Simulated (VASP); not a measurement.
## Si16Ge (a cell with a defect): single point with PBE+D3(BJ)

Si16Ge (a cell with a defect):

```
Si Ge
1.0
     0.00000    5.43000    5.43000
     5.43000    0.00000    5.43000
     5.43000    5.43000    0.00000
Si Ge
16 1
Direct
  0.02462 0.98584 0.95843
  0.14504 0.15483 0.02191
  0.10103 0.00122 0.40506
  0.21808 0.08129 0.57943
  0.01928 0.51343 0.97223
  0.17254 0.60285 0.07676
  0.08132 0.43447 0.45373
  0.17944 0.61349 0.57380
  0.48977 0.02207 0.94929
  0.60691 0.14343 0.08534
  0.58673 0.96929 0.44174
  0.71788 0.09006 0.59818
  0.54020 0.48733 0.94624
  0.63537 0.64327 0.06250
  0.53111 0.49213 0.43909
  0.70771 0.58134 0.55791
  0.75724 0.23182 0.23462
```

```
Program             : VASP 6.6.1
Task                : single point
Functional          : PBE
Dispersion          : D3(BJ)
Potentials or basis : VASP PAW PBE potentials, release 64 (Si, Ge_d)
Cutoff              : 520 eV
k mesh              : 2 × 2 × 2
Occupations         : fermi-dirac, width 0.05 eV
Spin                : no spin polarisation
```

| Item | Value |
| --- | --- |
| Pressure | 3.8 GPa |
| Largest force | 2.884 eV/Å |
| Band gap on the k mesh | zero (bands 39 and 40 overlap by 0.33 eV) |
| Dispersion energy per atom | -0.334 eV |

Forces in eV/Å, atoms in the order of the input:
```
Si  -0.950 -1.282 -0.985
Si   1.334  0.507 -0.449
Si  -0.419  0.372 -0.763
Si  -0.291  0.433 -1.175
Si  -1.365 -2.345 -0.032
Si   1.421  0.867  0.782
Si   1.557 -0.663  1.578
Si   1.034 -1.133 -1.233
Si  -1.073  1.553  0.813
Si  -2.532  1.000 -0.953
Si   0.039  1.012 -1.705
Si   0.303  0.016 -0.174
Si   0.119 -1.848  1.731
Si   0.408  0.308  0.707
Si   0.013  1.718  1.050
Si   0.439 -0.409 -0.559
Ge  -0.038 -0.108  1.367
```

Stress tensor (GPa, compression positive):
```
 3.65 -0.46  0.75
-0.46  3.02  0.82
 0.75  0.82  4.84
```

Levels at points of the mesh, in eV from the Fermi level:
```
           k point  band 37  band 38  band 39  band 40  band 41  band 42
(0.00, 0.00, 0.00)    -0.72    -0.71    -0.34    -0.27    -0.02     0.08
(0.50, 0.00, 0.00)    -1.15    -1.06    -0.34     0.10     0.52     0.87
(0.00, 0.50, 0.00)    -1.24    -0.98    -0.11     0.13     0.49     0.82
(0.00, 0.00, 0.50)    -1.18    -0.92    -0.30     0.22     0.53     0.70
(0.50, 0.50, 0.50)    -1.17    -0.95    -0.22     0.17     0.51     0.64
(0.50, 0.50, 0.00)    -1.43    -1.06     0.02     0.53     0.85     1.12
(0.00, 0.50, 0.50)    -1.53    -1.13     0.06     0.51     0.98     1.17
(0.50, 0.00, 0.50)    -1.52    -1.15     0.01     0.51     0.94     1.08
```

Wall time 2.3 min on 1 thread of AMD EPYC 9R45 96-Core Processor (Zen 5), with other jobs on the host, peak memory 0.46 GiB.

Caveat: the k points lie up to 0.50 Å⁻¹ apart.
